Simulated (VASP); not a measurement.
A run of VASP 6.6.1 is set up as follows.

INCAR

```
SYSTEM = ZnO
  PREC = Accurate
  ENCUT = 520
  EDIFF = 1E-6
  ISMEAR = -1
  SIGMA = 0.05
  LREAL = .FALSE.
  LASPH = .TRUE.
  NELM = 60
  ALGO = Normal
  ISIF = 2
  LWAVE = .FALSE.
  LCHARG = .FALSE.
  NBANDS = 26
```

Contents of KPOINTS:

```
Automatic mesh
0
G
  9 9 5
  0 0 0
```

Contents of POSCAR:

```
ZnO
1.0
    3.2493080000      0.0000000000      0.0000000000
   -1.6246540000      2.8139832727      0.0000000000
    0.0000000000      0.0000000000      5.2057090000
Zn O
2 2
Direct
    0.6666666667      0.3333333333      0.0000000000
    0.3333333333      0.6666666667      0.5000000000
    0.3333333333      0.6666666667      0.8790100000
    0.6666666667      0.3333333333      0.3790100000
```

Potentials or basis: VASP PAW LDA potentials, release 64 (Zn, O).

Command:

```bash
$ cat potpaw_LDA.64/Zn/POTCAR potpaw_LDA.64/O/POTCAR > POTCAR
$ mpirun -np 1 vasp_std > vasp.out
```

**Question.** Predict the largest force.

**Answer.** 0.056 eV/Å.

**Question.** Predict the band gap on the k mesh.

**Answer.** 0.74 eV, direct.

Forces on the atoms (eV/Å):
```
Zn   0.000  0.000 -0.056
Zn   0.000  0.000 -0.056
O    0.000  0.000  0.056
O    0.000  0.000  0.056
```

Expect the measured gap to be larger: semilocal functionals such as LDA lack the derivative discontinuity.
